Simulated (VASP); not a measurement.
## InSb3: single point with PBE

Crystal: InSb3.

```
In Sb
1.0
     4.81386    0.00000    0.00000
     0.00000    4.81386    0.00000
     0.00000    0.00000    4.81386
In Sb
1 3
Direct
  0.00000 0.00000 0.00000
  0.50000 0.00000 0.50000
  0.00000 0.50000 0.50000
  0.50000 0.50000 0.00000
```

- Program: VASP 6.6.1
- Task: single point
- Functional: PBE
- Potentials or basis: VASP PAW PBE potentials, release 64 (In_d, Sb)
- Cutoff: 520 eV
- k mesh: 8 × 8 × 8
- Occupations: gaussian, width 0.15 eV
- Spin: no spin polarisation
- Dipole correction: no
- Further INCAR settings: ALGO = Normal; EDIFF = 1e-06; NBANDS = 22

```json
{"Pressure": "-0.1 GPa", "Band gap on the k mesh": "zero (band 14 reaches 11.25 eV, above the bottom of band 15 at 6.68 eV)"}
```

Levels at points of the mesh, in eV from the Fermi level:
| k point | band 10 | band 11 | band 12 | band 13 | band 14 | band 15 | band 16 | band 17 | band 18 | band 19 |
| --- | --- | --- | --- | --- | --- | --- | --- | --- | --- | --- |
| (0.00, 0.00, 0.00) | -4.24 | -4.24 | -3.55 | 0.46 | 0.46 | 0.46 | 1.75 | 1.75 | 1.75 | 4.73 |
| (0.50, 0.00, 0.00) | -2.86 | -2.86 | -2.06 | -2.06 | -1.08 | -0.81 | 2.00 | 2.18 | 2.18 | 2.44 |
| (0.50, 0.50, 0.00) | -2.44 | -1.60 | -1.60 | -1.31 | -1.08 | -1.08 | -0.44 | 1.09 | 3.27 | 3.47 |
| (0.50, 0.50, 0.50) | -4.92 | -4.92 | -4.92 | -4.74 | 3.50 | 3.50 | 3.57 | 3.57 | 3.57 | 6.39 |

Run time: 24 s on 1 thread of Intel(R) Xeon(R) Platinum 8559C (Emerald Rapids), on a shared host, peak memory 0.24 GiB.

Caveat: spin-orbit coupling is left out, which moves the levels of the heavy elements.
